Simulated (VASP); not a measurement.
Crystal: C.

```
C
1.0
     2.50517    0.00000    0.00000
    -1.25259    2.16954    0.00000
     0.00000    0.00000    8.18182
C
8
Direct
  0.66667 0.33333 0.84375
  0.33333 0.66667 0.34375
  0.66667 0.33333 0.65625
  0.33333 0.66667 0.15625
  0.00000 0.00000 0.90625
  0.00000 0.00000 0.40625
  0.00000 0.00000 0.59375
  0.00000 0.00000 0.09375
```

Base run:

- Program: VASP 6.6.1
- Functional: PBE exchange alone
- Potentials or basis: VASP PAW PBE potentials, release 64 (C)
- Cutoff: 520 eV
- k mesh: 12 × 12 × 4
- Occupations: fermi-dirac, width 0.05 eV
- Spin: no spin polarisation

Its results: band gap on the k mesh 4.82 eV (least direct gap 5.38 eV); pressure 42.9 GPa; largest force 0.360 eV/Å.

Task: The run is repeated on the same cell with these changes: functional from PBE exchange alone to r2SCAN; dispersion from none to D4. What comes out?

Result: Band gap on the k mesh 4.67 eV (least direct gap 5.45 eV); pressure 6.4 GPa; largest force 0.375 eV/Å.

Several settings changed at once.

Caveats: the stress differs along the axes, from 38 to 52 GPa (at least some runs); the stress differs along the axes, from 2 to 16 GPa (at least some runs); the PAW data sets were made with another functional, which shifts forces and pressure a little (at least some runs).

A k mesh can miss the band edges.
